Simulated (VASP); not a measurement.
# BiTe in VASP: a series of runs

Runs on BiTe. Level: PBE. Tasks: single point, relaxation of the atoms.

All numbers are computed with VASP 6.6.1; they aren't measurements. Logs are shortened: lines on timing, memory, paths and dates and some standing lists are left out, and cuts for length are marked.

### 1 The cell of the first run

It takes space group I4/mmm (No. 139, tetragonal). The conventional cell has a = 4.575 Å, b = 4.575 Å, c = 6.405 Å, α = 90.00°, β = 90.00°, γ = 90.00°. Bi (site symmetry 4/mmm) has 6 Te at 3.20 to 3.23 Å within 4.2 Å. Te (site symmetry 4/mmm) has 6 Bi at 3.20 to 3.23 Å within 4.2 Å.

### 2 Single point, PBE (z stretched by -1 %, then relaxed in part)

File INCAR:

```
  PREC = Accurate
  ENCUT = 520
  EDIFF = 1E-6
  ISMEAR = -1
  SIGMA = 0.05
  LREAL = F
  LASPH = T
  NELM = 80
  ALGO = Normal
  ISIF = 2
  LWAVE = F
  LCHARG = T
  GGA = PE
  LELF = T
  LVHAR = T
  NBANDS = 18
```

File KPOINTS:

```
regular mesh
0
Gamma
  13 13 13
```

File POSCAR:

```
BiTe
1.0
    0.0000000000      3.2350000000      3.2026500000
    3.2350000000      0.0000000000      3.2026500000
    3.2350000000      3.2350000000      0.0000000000
Bi Te
1 1
Direct
    0.0000000000      0.0000000000      0.0000000000
    0.5000000000      0.5000000000      0.5000000000
```

Potentials or basis: VASP PAW PBE potentials, release 64 (Bi_d, Te).

The run is started by

```
$ cat potpaw_PBE.64/Bi_d/POTCAR potpaw_PBE.64/Te/POTCAR > POTCAR
$ mpirun -np 1 vasp_std > vasp.out
```

OUTCAR:

```text
PREC = Accurate
   ENCUT = 520
   EDIFF = 1E-6
   ISMEAR = -1
   LREAL = F
   LASPH = T
   NELM = 80
   ISIF = 2
   GGA = PE

 ion  position               nearest neighbor table
   1  0.000  0.000  0.000-   2 3.20   2 3.20   2 3.23   2 3.23   2 3.23   2 3.23
   2  0.500  0.500  0.500-   1 3.20   1 3.20   1 3.23   1 3.23   1 3.23   1 3.23

  LATTYP: Found a body centered tetragonal cell.
 ALAT       =     4.5749808743
 C/A-ratio  =     1.4000714267

  Lattice vectors:

 A1 = (   0.0000000000,  -3.2350000000,  -3.2026500000)
 A2 = (   0.0000000000,   3.2350000000,  -3.2026500000)
 A3 = (   3.2350000000,   0.0000000000,   3.2026500000)

Analysis of symmetry for initial positions (statically):
=====================================================================
 Subroutine PRICEL returns:
 Original cell was already a primitive cell.

 Routine SETGRP: Setting up the symmetry group for a
 body centered tetragonal supercell.

 Subroutine GETGRP returns: Found 16 space group operations
 (whereof 16 operations were pure point group operations)
 out of a pool of 16 trial point group operations.

The static configuration has the point symmetry D_4h.

Analysis of symmetry for dynamics (positions and initial velocities):
=====================================================================
 Subroutine PRICEL returns:
 Original cell was already a primitive cell.

 Routine SETGRP: Setting up the symmetry group for a
 body centered tetragonal supercell.

 Subroutine GETGRP returns: Found 16 space group operations
 (whereof 16 operations were pure point group operations)
 out of a pool of 16 trial point group operations.

The dynamic configuration has the point symmetry D_4h.

 Subroutine INISYM returns: Found 16 space group operations
 (whereof 16 operations are pure point group operations),
 and found     1 'primitive' translations

----------------------------------------------------------------------------------------

                                     Primitive cell

  volume of cell :      67.0329

  direct lattice vectors                    reciprocal lattice vectors
     0.000000000  3.235000000  3.202650000    -0.154559505  0.154559505  0.156120713
[... 80 lines left out ...]
   ISPIN  =      1    spin polarized calculation?
   LNONCOLLINEAR =      F non collinear calculations
   LSORBIT =      F    spin-orbit coupling
   LASPH  =      T    aspherical Exc in radial PAW
   ENCUT  =  520.0 eV  38.22 Ry    6.18 a.u.   8.46  8.46  8.51*2*pi/ulx,y,z
   NELM   =     80;   NELMIN=  2; NELMDL= -5     # of ELM steps
   EDIFF  = 0.1E-05   stopping-criterion for ELM
   LREAL  =      F    real-space projection
   EDIFFG = 0.1E-04   stopping-criterion for IOM
   NSW    =      0    number of steps for IOM
   IBRION =     -1    ionic relax: 0-MD 1-quasi-New 2-CG
   NFREE  =      0    steps in history (QN), initial steepest desc. (CG)
   ISIF   =      2    stress and relaxation
   ISYM   =      2    0-nonsym 1-usesym 2-fastsym
   POTIM  = 0.5000    time-step for ionic-motion
   TEBEG  =    0.0;   TEEND  =   0.0 temperature during run
   PSTRESS=    0.0 pullay stress
   NELECT =      21.0000    total number of electrons
   NUPDOWN=      -1.0000    fix difference up-down
   EMIN   =  10.00;   EMAX   =-10.00  energy-range for DOS
   EFERMI =   0.00;   METHOD = LEGACY
   ISMEAR =    -1;   SIGMA  =   0.05  broadening in eV -4-tet -1-fermi 0-gaus
   EFERMI_NEDOS =   21; number of points for ismear=-14 and -15
   IALGO  =     38    algorithm
   IMIX   =      4    mixing-type and parameters
     AMIX     =   0.40;   BMIX     =  1.00
     AMIX_MAG =   1.60;   BMIX_MAG =  1.00
  volume/ion in A,a.u.               =      33.52       226.18
  Fermi-wavevector in a.u.,A,eV,Ry     =   1.111865  2.101119 16.820106  1.236243
  Thomas-Fermi vector in A             =   2.248432
   LORBIT       =      0    0 simple, 1 ext, 2 COOP (PROOUT), +10 PAW based schemes
   GGA     = PE    functional components
   LHFCALC =     F    Hartree Fock is set to
   AEXX    =    0.0000 exact exchange contribution
   IVDW    =     0    specifies the selected vdW correction
   LEPSILON=     F    determine dielectric tensor
   LRPA    =     F    only Hartree local field effects (RPA)
 non-spin polarized calculation
  energy-cutoff  :      520.00
  volume of cell :       67.03
 maximum number of plane-waves:      1839
 NGX is ok and might be reduce to    36
   NGX = 17   NGY = 17   NGZ = 17

 number of electron      21.0000002 magnetization

 Free energy of the ion-electron system (eV)
  ---------------------------------------------------
  ext. energy  EPLUGINS =         0.00000000
  ---------------------------------------------------
  free energy    TOTEN  =        -7.17265594 eV

  energy without entropy =       -7.16040803  energy(sigma->0) =       -7.16653198

 E-fermi :   6.7659     XC(G=0):  -9.4795

 val. band max:        6.7562587549   @ k =   0.2308   0.1538   0.0769
 cond. band min:       6.7705045259   @ k =   0.2308   0.0769   0.0000
 fundamental gap:      0.0142457710
 Fermi energy:         6.7658626721

 k-point     1 :       0.0000    0.0000    0.0000
  band No.  band energies     occupation
      1     -16.3863      2.00000
      2     -16.3804      2.00000
      3     -16.3804      2.00000
      4     -16.3777      2.00000
      5     -16.3741      2.00000
      6      -6.8216      2.00000
[... 481 lines left out ...]
      5     -16.3714      2.00000
      6      -5.2131      2.00000
[... 10 lines left out ...]
     17      15.2872      0.00000
     18      16.1701      0.00000

 [... further k-points ...]

------------------------ aborting loop because EDIFF is reached ----------------------------------------

  FORCE on cell =-STRESS in cart. coord.  units (eV):
  Direction    XX          YY          ZZ          XY          YZ          ZX
  --------------------------------------------------------------------------------------
  -------------------------------------------------------------------------------------
  Total        0.4027903      0.4027903      0.7375371      0.0000000      0.0000000      0.0000000
  in kB        9.6272337      9.6272337     17.6281355      0.0000000      0.0000000      0.0000000
  external PRESSURE =      12.2942010 kB  Pullay stress =       0.0000000 kB

 VOLUME and BASIS-vectors are now :
 -----------------------------------------------------------------------------
  energy-cutoff  :      520.00
  volume of cell :       67.03
      direct lattice vectors                 reciprocal lattice vectors
     0.000000000  3.235000000  3.202650000    -0.154559505  0.154559505  0.156120713
     3.235000000  0.000000000  3.202650000     0.154559505 -0.154559505  0.156120713
     3.235000000  3.235000000  0.000000000     0.154559505  0.154559505 -0.156120713

 POSITION                                       TOTAL-FORCE (eV/Angst)
 -----------------------------------------------------------------------------------
      0.00000      0.00000      0.00000         0.000000     -0.000000      0.000000
      3.23500      3.23500      3.20265        -0.000000      0.000000     -0.000000
 -----------------------------------------------------------------------------------
    total drift:                               -0.000000      0.000000      0.000000

  FREE ENERGIE OF THE ION-ELECTRON SYSTEM (eV)
  ---------------------------------------------------
  free  energy   TOTEN  =        -7.1726559368 eV

  energy  without entropy=       -7.1604080323  energy(sigma->0) =       -7.16653198
```

Run time: 2.8 min. Hardware: 1 thread of Intel Xeon Platinum 8259CL at 2.50GHz (Skylake/Cascade Lake), shared host; peak memory 0.38 GiB.

What came out:

```yaml
Free_energy: -7.1727 eV
Pressure: 1.2 GPa
Band_gap_on_the_k_mesh: zero (an odd number of electrons rules out a gap without spin polarisation)
```

Stress tensor (GPa, compression positive):
```
0.96 0.00 0.00
0.00 0.96 0.00
0.00 0.00 1.76
```

Caveat: the cell differs from its parent crystal (z stretched by -1 %, then relaxed in part); spin-orbit coupling is left out, which moves the levels of the heavy elements.

### 3 Relaxation of the atoms, PBE (33.18 Å³/atom)

This run uses another cell than the first one, of 33.18 Å³/atom.

File INCAR:

```
SYSTEM = BiTe
PREC = Accurate ; ENCUT = 520
EDIFF = 1E-6 ; ISMEAR = -1
SIGMA = 0.05 ; LREAL = .FALSE.
LASPH = .TRUE. ; NELM = 60
ALGO = Normal ; ISIF = 2
LWAVE = .FALSE. ; LCHARG = .FALSE.
GGA = PE ; IBRION = 2
NSW = 80 ; EDIFFG = -0.02
```

File KPOINTS:

```
regular mesh
0
G
  13 13 13
  0 0 0
```

File POSCAR:

```
BiTe
1.0
    0.0000000000      3.2132879364      3.2132879364
    3.2132879364      0.0000000000      3.2132879364
    3.2132879364      3.2132879364      0.0000000000
Bi Te
1 1
Direct
    0.0000000000      0.0000000000      0.0000000000
    0.5000000000      0.5000000000      0.5000000000
```

Potentials or basis: VASP PAW PBE potentials, release 64 (Bi_d, Te).

The run is started by

```
$ cat potpaw_PBE.64/Bi_d/POTCAR potpaw_PBE.64/Te/POTCAR > POTCAR
$ mpirun -np 1 vasp_std > vasp.out
```

It took 49 s on 1 thread of Intel Xeon Platinum 8259CL at 2.50GHz (Skylake/Cascade Lake), shared host; peak memory 0.26 GiB.

Results (log left out):

| Item | Value |
| --- | --- |
| Free energy | -7.1672 eV |
| Pressure after relaxing | 1.8 GPa |
| Band gap on the k mesh | zero (an odd number of electrons rules out a gap without spin polarisation) |

Final structure:
```
Bi Te
1.0
     0.00000    3.21329    3.21329
     3.21329    0.00000    3.21329
     3.21329    3.21329    0.00000
Bi Te
1 1
Cartesian
  0.0000 0.0000 0.0000
  3.2133 3.2133 3.2133
```

Levels at points of the mesh, in eV from the Fermi level:
```tsv
k point	band 8	band 9	band 10	band 11	band 12	band 13
(0.00, 0.00, 0.00)	-2.59	-2.59	-2.59	2.21	2.21	2.21
```

Caveat: the relaxation stopped at its first step, so nothing moved; spin-orbit coupling is left out, which moves the levels of the heavy elements.

### 4 Relaxation of the atoms, PBE (35.21 Å³/atom)

This run uses another cell than the first one, of 35.21 Å³/atom.

File INCAR:

```
PREC     = Accurate       # precision mode
ENCUT    = 520            # plane-wave cutoff, eV
EDIFF    = 1E-6           # SCF threshold, eV
ISMEAR   = -1             # smearing method
SIGMA    = 0.05           # smearing width, eV
LREAL    = False          # projectors in reciprocal space
LASPH    = True           # aspherical terms in the spheres
NELM     = 60             # most SCF steps
ALGO     = Normal         # electronic algorithm
ISIF     = 2              # what is computed and relaxed
LWAVE    = False          # write WAVECAR
LCHARG   = False          # write CHGCAR
GGA      = PE             # functional
IBRION   = 2              # ionic algorithm
NSW      = 80             # ionic steps
EDIFFG   = -0.02          # ionic threshold
```

File KPOINTS:

```
Automatic mesh
0
Gamma
  13 13 13
```

File POSCAR:

```
BiTe
1.0
    0.0000000000      3.2775706714      3.2775706714
    3.2775706714      0.0000000000      3.2775706714
    3.2775706714      3.2775706714      0.0000000000
Bi Te
1 1
Direct
    0.0000000000      0.0000000000      0.0000000000
    0.5000000000      0.5000000000      0.5000000000
```

The run is started by

```
$ cat potpaw_PBE.64/Bi_d/POTCAR potpaw_PBE.64/Te/POTCAR > POTCAR
$ mpirun -np 1 vasp_std > vasp.out
```

Run time: 89 s. Hardware: 1 thread of Intel Xeon 8259CL, shared host; peak memory 0.26 GiB.

It converged, with:

- Free energy: -7.1751 eV
- Pressure after relaxing: -1.1 GPa
- Band gap on the k mesh: zero (an odd number of electrons rules out a gap without spin polarisation)

Final structure:
```cif
data_structure
_symmetry_space_group_name_H-M 'P 1'
_symmetry_Int_Tables_number 1
_cell_length_a 4.6352
_cell_length_b 4.6352
_cell_length_c 4.6352
_cell_angle_alpha 60.000
_cell_angle_beta 60.000
_cell_angle_gamma 60.000
_cell_volume 70.42
loop_
_atom_site_label
_atom_site_type_symbol
_atom_site_fract_x
_atom_site_fract_y
_atom_site_fract_z
_atom_site_occupancy
Bi1 Bi 0.00000 0.00000 0.00000 1
Te1 Te 0.50000 0.50000 0.50000 1
```

Levels at points of the mesh, in eV from the Fermi level:
```
           k point  band 7  band 8  band 9  band 10  band 11  band 12  band 13  band 14
(0.00, 0.00, 0.00)   -8.26   -2.43   -2.43    -2.43     2.08     2.08     2.08     4.74
```

Caveat: the relaxation stopped at its first step, so nothing moved; spin-orbit coupling is left out, which moves the levels of the heavy elements.

### 5 Summary

| task | cell | gap on the mesh (eV) | pressure (GPa) |
| --- | --- | --- | --- |
| single point | a = 4.552, b = 4.552, c = 4.575 Å, angles 59.8, 59.8, 60.3°, 2 atoms | none | 1.2 |
| relaxation of the atoms | atoms relaxed from a = 4.544 Å, angles 60.0°, 2 atoms | none | 1.8 |
| relaxation of the atoms | atoms relaxed from a = 4.635 Å, angles 60.0°, 2 atoms | none | -1.1 |

Alike in all rows: level PBE; potentials or basis VASP PAW PBE potentials, release 64 (Bi_d, Te); no spin polarisation; k mesh 13 × 13 × 13; cutoff (eV) 520; smearing fermi-dirac 0.05 eV.

Caveats: spin-orbit coupling is left out, which moves the levels of the heavy elements; the relaxation stopped at its first step, so nothing moved (at least some runs).

Total energies depend on the potentials used, so only differences within one code and one set of settings carry meaning.
